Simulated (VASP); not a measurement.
Wanted: the native input for a VASP 6.6.1 run.

* Task: single point
* Functional: PBEsol
* Potentials or basis: VASP PAW PBE potentials, release 64 (Cu)
* Cutoff: 520 eV
* k mesh: 22 × 22 × 22
* Occupations: gaussian, width 0.15 eV
* Spin: no spin polarisation
* Dipole correction: no
* Further INCAR settings: ALGO = Normal; EDIFF = 1e-07; NBANDS = 12

The structure of Cu lies in POSCAR:

```
Cu
1.0
    0.0000000000      1.8075000000      1.8075000000
    1.7532750000      0.0000000000      1.8075000000
    1.7532750000      1.8075000000      0.0000000000
Cu
1
Direct
    0.0000000000      0.0000000000      0.0000000000
```

This cell differs from its parent crystal: strain -0.0300 x Voigt [1, 0, 0, 0, 0, 0].

The input as run:

INCAR

```
ALGO = Normal
EDIFF = 1E-7
ENCUT = 520
GGA = PS
ISIF = 2
ISMEAR = 0
LASPH = T
LCHARG = F
LREAL = F
LWAVE = F
NBANDS = 12
NELM = 60
PREC = Accurate
SIGMA = 0.15
```

KPOINTS

```
k-points
0
Gamma
  22 22 22
```

Potentials or basis: VASP PAW PBE potentials, release 64 (Cu).

The run is started by

```sh
$ cat potpaw_PBE.64/Cu/POTCAR > POTCAR
$ mpirun -np 1 vasp_std > vasp.out
```

Results of the run:

```
Pressure : -1.3 GPa
```

Caveat: the cell differs from its parent crystal (strain -0.0300 x Voigt [1, 0, 0, 0, 0, 0]); the PAW data sets were made with another functional, which shifts forces and pressure a little.

Run time: 42 s on 1 thread of Intel(R) Xeon(R) 6975P-C (Granite Rapids) (shared host), peak memory 0.22 GiB.
